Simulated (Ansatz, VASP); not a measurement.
Two plane-wave programs on SbO5

```
Sb O
1.0
     3.76519    0.00000    0.00000
    -1.88260    3.26075    0.00000
     0.00000    0.00000    5.85275
Sb O
1 5
Direct
  0.00000 0.00000 0.00000
  0.00000 0.50000 0.50000
  0.50000 0.50000 0.50000
  0.33333 0.66667 0.00000
  0.50000 0.00000 0.50000
  0.66667 0.33333 0.00000
```

Change from the starting cell: species swapped into the GdRh5 type (P6/mmm, No. 191).

Alike in both runs: functional PBE; k mesh 12 × 12 × 6; occupations gaussian, width 0.1 eV; no spin polarisation.

Ansatz relaxed the structure, and its values are those at the end. VASP's run is a single point on that final structure, the one shown.

|  | VASP | Ansatz |
| --- | --- | --- |
| version | VASP 6.6.1 | Ansatz 0.2.0 |
| potentials or method | VASP PAW PBE potentials, release 64 (Sb, O), cutoff 520 eV | scalar-relativistic, plane waves, PAW |
| valence electrons in the cell | 35 | 45 |

```csv
,VASP,Ansatz,Ansatz less VASP
gap on the k mesh at the Fermi level (eV),none,none,-
pressure (GPa),-0.5,0.0,+0.57
```

A gap of «none» marks a metal or a gap that the smearing closes. VASP's potentials hold 35 valence electrons a cell and Ansatz's 45, so a difference there can come from the potentials and not from the codes.

Spin-orbit coupling is off throughout.
